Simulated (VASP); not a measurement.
# Lu (P6_3/mmc) in VASP: notebook

Runs on Lu. Level: r2SCAN. Tasks: single point.

Program: VASP 6.6.1. These are calculated values, not measurements. Logs are shortened: lines on timing, memory, paths and dates and some standing lists are left out, and cuts for length are marked.

### Step 1. The cell of the first run

It takes space group P6_3/mmc (No. 194, hexagonal). Conventional cell: a = 3.505 Å, b = 3.505 Å, c = 5.470 Å, α = 90.00°, β = 90.00°, γ = 120.00°. Within 4.5 Å of Lu (site symmetry -6m2) lie 12 Lu at 3.40 to 3.50 Å.

### Step 2. Single point, r2SCAN

Contents of POSCAR:

```
Lu
1.0
    3.5048186286      0.0000000000      0.0000000000
   -1.7524093143      3.0352619680      0.0000000000
    0.0000000000      0.0000000000      5.4696750779
Lu
2
Direct
    0.3333333333      0.6666666667      0.2500000000
    0.6666666667      0.3333333333      0.7500000000
```

Contents of INCAR.step1:

```
PREC = Accurate
ENCUT = 520
ISMEAR = -1
SIGMA = 0.1
LREAL = F
LASPH = T
NELM = 60
NBANDS = 32
GGA = PE
ALGO = Normal
EDIFF = 1E-4
LWAVE = T
LCHARG = F
```

Contents of INCAR.step2:

```
PREC = Accurate
ENCUT = 520
EDIFF = 1E-6
ISMEAR = -1
SIGMA = 0.1
LREAL = F
LASPH = T
NELM = 60
ALGO = Normal
ISIF = 2
LWAVE = F
LCHARG = T
METAGGA = R2SCAN
LMIXTAU = T
LELF = T
LVHAR = T
NBANDS = 32
ISTART = 1
```

Contents of KPOINTS:

```
Automatic mesh
0
Gamma
  2 2 1
```

Potentials or basis: VASP PAW PBE potentials, release 64 (Lu).

Run with:

```
$ cat potpaw_PBE.64/Lu/POTCAR > POTCAR
$ cp INCAR.step1 INCAR
$ mpirun -np 1 vasp_std > vasp.out
$ cp INCAR.step2 INCAR
$ mpirun -np 1 vasp_std > vasp.out
```

OUTCAR:

```text
PREC = Accurate
   ENCUT = 520
   EDIFF = 1E-6
   ISMEAR = -1
   LREAL = F
   LASPH = T
   NELM = 60
   ISIF = 2
   METAGGA = R2SCAN
   ISTART = 1

 ion  position               nearest neighbor table
   1  0.333  0.667  0.250-   2 3.40   2 3.40   2 3.40   2 3.40   2 3.40   2 3.40
   2  0.667  0.333  0.750-   1 3.40   1 3.40   1 3.40   1 3.40   1 3.40   1 3.40

  LATTYP: Found a hexagonal cell.
 ALAT       =     3.5048186286
 C/A-ratio  =     1.5606157287

  Lattice vectors:

 A1 = (   3.5048186286,   0.0000000000,   0.0000000000)
 A2 = (  -1.7524093143,   3.0352619680,   0.0000000000)
 A3 = (   0.0000000000,   0.0000000000,   5.4696750779)

Analysis of symmetry for initial positions (statically):
=====================================================================
 Subroutine PRICEL returns:
 Original cell was already a primitive cell.

 Routine SETGRP: Setting up the symmetry group for a
 hexagonal supercell.

 Subroutine GETGRP returns: Found 24 space group operations
 (whereof 12 operations were pure point group operations)
 out of a pool of 24 trial point group operations.

The static configuration has the point symmetry D_3d.
 The point group associated with its full space group is D_6h.

Analysis of symmetry for dynamics (positions and initial velocities):
=====================================================================
 Subroutine PRICEL returns:
 Original cell was already a primitive cell.

 Routine SETGRP: Setting up the symmetry group for a
 hexagonal supercell.

 Subroutine GETGRP returns: Found 24 space group operations
 (whereof 12 operations were pure point group operations)
 out of a pool of 24 trial point group operations.

The dynamic configuration has the point symmetry D_3d.
 The point group associated with its full space group is D_6h.

 Subroutine INISYM returns: Found 24 space group operations
 (whereof 12 operations are pure point group operations),
 and found     1 'primitive' translations

----------------------------------------------------------------------------------------

                                     Primitive cell

  volume of cell :      58.1866

  direct lattice vectors                    reciprocal lattice vectors
     3.504818629  0.000000000  0.000000000     0.285321469  0.164730427  0.000000000
    -1.752409314  3.035261968  0.000000000     0.000000000  0.329460854  0.000000000
     0.000000000  0.000000000  5.469675078     0.000000000  0.000000000  0.182826217

[... 63 lines left out ...]
   NSW    =      0    number of steps for IOM
   IBRION =     -1    ionic relax: 0-MD 1-quasi-New 2-CG
   NFREE  =      0    steps in history (QN), initial steepest desc. (CG)
   ISIF   =      2    stress and relaxation
   ISYM   =      2    0-nonsym 1-usesym 2-fastsym
   POTIM  = 0.5000    time-step for ionic-motion
   TEBEG  =    0.0;   TEEND  =   0.0 temperature during run
   PSTRESS=    0.0 pullay stress
   NELECT =      50.0000    total number of electrons
   NUPDOWN=      -1.0000    fix difference up-down
   EMIN   =  10.00;   EMAX   =-10.00  energy-range for DOS
   EFERMI =   0.00;   METHOD = LEGACY
   ISMEAR =    -1;   SIGMA  =   0.10  broadening in eV -4-tet -1-fermi 0-gaus
   EFERMI_NEDOS =   21; number of points for ismear=-14 and -15
   IALGO  =     38    algorithm
   IMIX   =      4    mixing-type and parameters
     AMIX     =   0.40;   BMIX     =  1.00
     AMIX_MAG =   1.60;   BMIX_MAG =  1.00
  volume/ion in A,a.u.               =      29.09       196.33
  Fermi-wavevector in a.u.,A,eV,Ry     =   1.556409  2.941187 32.958877  2.422409
  Thomas-Fermi vector in A             =   2.660209
   LORBIT       =      0    0 simple, 1 ext, 2 COOP (PROOUT), +10 PAW based schemes
   METAGGA = R2SCAN    functional components
   LHFCALC =     F    Hartree Fock is set to
   AEXX    =    0.0000 exact exchange contribution
   IVDW    =     0    specifies the selected vdW correction
   LEPSILON=     F    determine dielectric tensor
   LRPA    =     F    only Hartree local field effects (RPA)
 non-spin polarized calculation
  energy-cutoff  :      520.00
  volume of cell :       58.19
 maximum number of plane-waves:      1557
 NGX is ok and might be reduce to    28
   NGX = 13   NGY = 13   NGZ = 21

 number of electron      49.9999994 magnetization

 Free energy of the ion-electron system (eV)
  ---------------------------------------------------
  ext. energy  EPLUGINS =         0.00000000
  ---------------------------------------------------
  free energy    TOTEN  =       -77.21852421 eV

  energy without entropy =      -77.09752820  energy(sigma->0) =      -77.15802620

 E-fermi :   1.6732     XC(G=0): -11.5864

 val. band max:        1.3379716566   @ k =   0.5000   0.0000   0.0000
 cond. band min:       1.7275559056   @ k =   0.5000   0.0000   0.0000
 fundamental gap:      0.3895842491
 Fermi energy:         1.6731673603

 k-point     1 :       0.0000    0.0000    0.0000
  band No.  band energies     occupation
      1     -55.6685      2.00000
      2     -55.6300      2.00000
      3     -26.0397      2.00000
      4     -25.4991      2.00000
      5     -25.4991      2.00000
      6     -25.4838      2.00000
[... 24 lines left out ...]
     31       5.9528      0.00000
     32       5.9528      0.00000

 k-point     2 :       0.5000    0.0000    0.0000
  band No.  band energies     occupation
      1     -55.6381      2.00000
      2     -55.6254      2.00000
      3     -25.8447      2.00000
      4     -25.8070      2.00000
      5     -25.7476      2.00000
      6     -25.6270      2.00000
[... 24 lines left out ...]
     31       9.1526      0.00000
     32       9.2344      0.00000

------------------------ aborting loop because EDIFF is reached ----------------------------------------

  FORCE on cell =-STRESS in cart. coord.  units (eV):
  Direction    XX          YY          ZZ          XY          YZ          ZX
  --------------------------------------------------------------------------------------
  -------------------------------------------------------------------------------------
  Total       -3.2609352     -3.2609352     -3.4752047      0.0000000      0.0000000      0.0000000
  in kB      -89.7903136    -89.7903136    -95.6902547      0.0000000      0.0000000      0.0000000
  external PRESSURE =     -91.7569606 kB  Pullay stress =       0.0000000 kB

 VOLUME and BASIS-vectors are now :
 -----------------------------------------------------------------------------
  energy-cutoff  :      520.00
  volume of cell :       58.19
      direct lattice vectors                 reciprocal lattice vectors
     3.504818629  0.000000000  0.000000000     0.285321469  0.164730427  0.000000000
    -1.752409314  3.035261968  0.000000000     0.000000000  0.329460854  0.000000000
     0.000000000  0.000000000  5.469675078     0.000000000  0.000000000  0.182826217

 POSITION                                       TOTAL-FORCE (eV/Angst)
 -----------------------------------------------------------------------------------
     -0.00000      2.02351      1.36742        -0.000000      0.000000      0.000000
      1.75241      1.01175      4.10226         0.000000     -0.000000      0.000000
 -----------------------------------------------------------------------------------
    total drift:                               -0.000000      0.000000     -0.000000

  FREE ENERGIE OF THE ION-ELECTRON SYSTEM (eV)
  ---------------------------------------------------
  free  energy   TOTEN  =       -77.2185242120 eV

  energy  without entropy=      -77.0975281979  energy(sigma->0) =      -77.15802620
```

Wall time 21 s (1 thread of Intel Xeon 6975P-C (Granite Rapids), shared host); peak memory 0.19 GiB.

Results:

```
Free energy            : -77.2185 eV
Pressure               : -9.2 GPa
Band gap on the k mesh : zero (band 25 reaches 2.76 eV, above the bottom of band 26 at 1.73 eV)
```

Stress tensor (GPa, compression positive):
```
-8.98  0.00  0.00
 0.00 -8.98  0.00
 0.00  0.00 -9.57
```

Levels at points of the mesh, in eV from the Fermi level:
| k point | band 22 | band 23 | band 24 | band 25 | band 26 | band 27 |
| --- | --- | --- | --- | --- | --- | --- |
| (0.00, 0.00, 0.00) | -4.51 | -4.51 | -1.92 | 1.09 | 2.96 | 2.96 |
| (0.50, 0.00, 0.00) | -4.54 | -1.88 | -0.90 | -0.34 | 0.05 | 2.23 |

Caveat: the k points lie up to 1.15 Å⁻¹ apart; the PAW data sets were made with another functional, which shifts forces and pressure a little; spin-orbit coupling is left out, which moves the levels of the heavy elements.

### Step 3. Single point, r2SCAN

POSCAR is that of step 2.

Contents of INCAR.step1:

```
SYSTEM = Lu
ALGO = Normal
EDIFF = 1E-4
ENCUT = 520
GGA = PE
ISMEAR = -1
LASPH = .True.
LCHARG = .False.
LREAL = .False.
LWAVE = .True.
NBANDS = 32
NELM = 80
PREC = Accurate
SIGMA = 0.1
```

Contents of INCAR.step2:

```
SYSTEM = Lu
ALGO = Normal
EDIFF = 1E-6
ENCUT = 520
ISIF = 2
ISMEAR = -1
ISTART = 1
LASPH = .True.
LCHARG = .False.
LMIXTAU = .True.
LREAL = .False.
LWAVE = .False.
METAGGA = R2SCAN
NBANDS = 32
NELM = 80
PREC = Accurate
SIGMA = 0.1
```

Contents of KPOINTS:

```
k-points
0
Gamma
  3 3 2
  0 0 0
```

Potentials or basis: VASP PAW PBE potentials, release 64 (Lu).

Run with:

```
$ cat potpaw_PBE.64/Lu/POTCAR > POTCAR
$ cp INCAR.step1 INCAR
$ mpirun -np 1 vasp_std > vasp.out
$ cp INCAR.step2 INCAR
$ mpirun -np 1 vasp_std > vasp.out
```

OUTCAR:

```text
SYSTEM = Lu
   EDIFF = 1E-6
   ENCUT = 520
   ISIF = 2
   ISMEAR = -1
   ISTART = 1
   LASPH = .True.
   LREAL = .False.
   METAGGA = R2SCAN
   NELM = 80
   PREC = Accurate

 ion  position               nearest neighbor table
   1  0.333  0.667  0.250-   2 3.40   2 3.40   2 3.40   2 3.40   2 3.40   2 3.40
   2  0.667  0.333  0.750-   1 3.40   1 3.40   1 3.40   1 3.40   1 3.40   1 3.40

  LATTYP: Found a hexagonal cell.
 ALAT       =     3.5048186286
 C/A-ratio  =     1.5606157287

  Lattice vectors:

 A1 = (   3.5048186286,   0.0000000000,   0.0000000000)
 A2 = (  -1.7524093143,   3.0352619680,   0.0000000000)
 A3 = (   0.0000000000,   0.0000000000,   5.4696750779)

Analysis of symmetry for initial positions (statically):
=====================================================================
 Subroutine PRICEL returns:
 Original cell was already a primitive cell.

 Routine SETGRP: Setting up the symmetry group for a
 hexagonal supercell.

 Subroutine GETGRP returns: Found 24 space group operations
 (whereof 12 operations were pure point group operations)
 out of a pool of 24 trial point group operations.

The static configuration has the point symmetry D_3d.
 The point group associated with its full space group is D_6h.
[... 140 lines left out ...]

  energy without entropy =      -75.89945871  energy(sigma->0) =      -75.95056894

 E-fermi :   2.1967     XC(G=0): -11.6060

 val. band max:        1.6936876629   @ k =   0.3333   0.3333   0.5000
 cond. band min:       2.2136989751   @ k =   0.3333   0.0000   0.0000
 fundamental gap:      0.5200113122
 Fermi energy:         2.1966723664

 k-point     1 :       0.0000    0.0000    0.0000
  band No.  band energies     occupation
      1     -55.6980      2.00000
      2     -55.6590      2.00000
      3     -25.9706      2.00000
      4     -25.5712      2.00000
      5     -25.5712      2.00000
      6     -25.4852      2.00000
[... 199 lines left out ...]
     31       7.8737      0.00000
     32       7.8737      0.00000

------------------------ aborting loop because EDIFF is reached ----------------------------------------

  FORCE on cell =-STRESS in cart. coord.  units (eV):
  Direction    XX          YY          ZZ          XY          YZ          ZX
  --------------------------------------------------------------------------------------
  -------------------------------------------------------------------------------------
  Total       -0.0845914     -0.0845914     -0.4407941      0.0000000      0.0000000      0.0000000
  in kB       -2.3292365     -2.3292365    -12.1373272      0.0000000      0.0000000      0.0000000
  external PRESSURE =      -5.5986001 kB  Pullay stress =       0.0000000 kB

 VOLUME and BASIS-vectors are now :
 -----------------------------------------------------------------------------
  energy-cutoff  :      520.00
  volume of cell :       58.19
      direct lattice vectors                 reciprocal lattice vectors
     3.504818629  0.000000000  0.000000000     0.285321469  0.164730427  0.000000000
    -1.752409314  3.035261968  0.000000000     0.000000000  0.329460854  0.000000000
     0.000000000  0.000000000  5.469675078     0.000000000  0.000000000  0.182826217

 POSITION                                       TOTAL-FORCE (eV/Angst)
 -----------------------------------------------------------------------------------
     -0.00000      2.02351      1.36742         0.000000      0.000000      0.000000
      1.75241      1.01175      4.10226        -0.000000     -0.000000      0.000000
 -----------------------------------------------------------------------------------
    total drift:                               -0.000000      0.000000     -0.000000

  FREE ENERGIE OF THE ION-ELECTRON SYSTEM (eV)
  ---------------------------------------------------
  free  energy   TOTEN  =       -76.0016791663 eV

  energy  without entropy=      -75.8994587057  energy(sigma->0) =      -75.95056894
```

OUTCAR.step1:

```text
SYSTEM = Lu
   EDIFF = 1E-4
   ENCUT = 520
   GGA = PE
   ISMEAR = -1
   LASPH = .True.
   LREAL = .False.
[... 412 lines left out ...]
     -0.00000      2.02351      1.36742         0.000000     -0.000000      0.000000
      1.75241      1.01175      4.10226        -0.000000      0.000000      0.000000
 -----------------------------------------------------------------------------------
    total drift:                               -0.000000      0.000000     -0.000000

  FREE ENERGIE OF THE ION-ELECTRON SYSTEM (eV)
  ---------------------------------------------------
  free  energy   TOTEN  =        -8.9607671943 eV

  energy  without entropy=       -8.8499587496  energy(sigma->0) =       -8.90536297
```

Run time: 32 s. Hardware: 1 thread of Intel Xeon 6975P-C (Granite Rapids), shared host; peak memory 0.19 GiB.

Results:

| Quantity | Value |
| --- | --- |
| Free energy | -76.0017 eV |
| Pressure | -0.6 GPa |
| Band gap on the k mesh | zero (band 25 reaches 3.54 eV, above the bottom of band 26 at 1.55 eV) |

Caveat: the k points lie up to 0.69 Å⁻¹ apart; the PAW data sets were made with another functional, which shifts forces and pressure a little; spin-orbit coupling is left out, which moves the levels of the heavy elements.

### Step 4. Single point, r2SCAN

POSCAR is that of step 3.

Contents of INCAR.step1:

```
SYSTEM = Lu
PREC = Accurate
ENCUT = 520
ISMEAR = -1
SIGMA = 0.1
LREAL = .False.
LASPH = .True.
NELM = 80
NBANDS = 32
GGA = PE
ALGO = Normal
EDIFF = 1E-4
LWAVE = .True.
LCHARG = .False.
```

Contents of INCAR.step2:

```
SYSTEM = Lu
PREC = Accurate
ENCUT = 520
EDIFF = 1E-6
ISMEAR = -1
SIGMA = 0.1
LREAL = .False.
LASPH = .True.
NELM = 80
ALGO = Normal
ISIF = 2
LWAVE = .False.
LCHARG = .False.
METAGGA = R2SCAN
LMIXTAU = .True.
NBANDS = 32
ISTART = 1
```

Contents of KPOINTS:

```
regular mesh
0
Gamma
  4 4 2
  0 0 0
```

Run with:

```
$ cat potpaw_PBE.64/Lu/POTCAR > POTCAR
$ cp INCAR.step1 INCAR
$ mpirun -np 1 vasp_std > vasp.out
$ cp INCAR.step2 INCAR
$ mpirun -np 1 vasp_std > vasp.out
```

It took 39 s on 1 thread of Intel Xeon 6975P-C (Granite Rapids), shared host; peak memory 0.19 GiB.

Results (log left out):

```
Free energy            : -76.1730 eV
Pressure               : 1.0 GPa
Band gap on the k mesh : zero (band 25 reaches 3.53 eV, above the bottom of band 26 at 1.72 eV)
```

Stress tensor (GPa, compression positive):
```
0.24 0.00 0.00
0.00 0.24 0.00
0.00 0.00 2.54
```

Levels at points of the mesh, in eV from the Fermi level:
```tsv
k point	band 22	band 23	band 24	band 25	band 26	band 27
(0.00, 0.00, 0.00)	-5.14	-5.14	-2.49	0.45	2.35	2.35
(0.50, 0.00, 0.00)	-5.14	-2.48	-1.52	-0.94	-0.52	1.63
(0.00, 0.00, 0.50)	-5.14	-4.63	-4.63	1.27	1.27	2.26
(0.50, 0.00, 0.50)	-5.16	-2.21	-2.21	-0.01	-0.01	1.37
```

Caveat: the k points lie up to 0.57 Å⁻¹ apart; the PAW data sets were made with another functional, which shifts forces and pressure a little; spin-orbit coupling is left out, which moves the levels of the heavy elements.

(Part 1 of 2 ends here.)
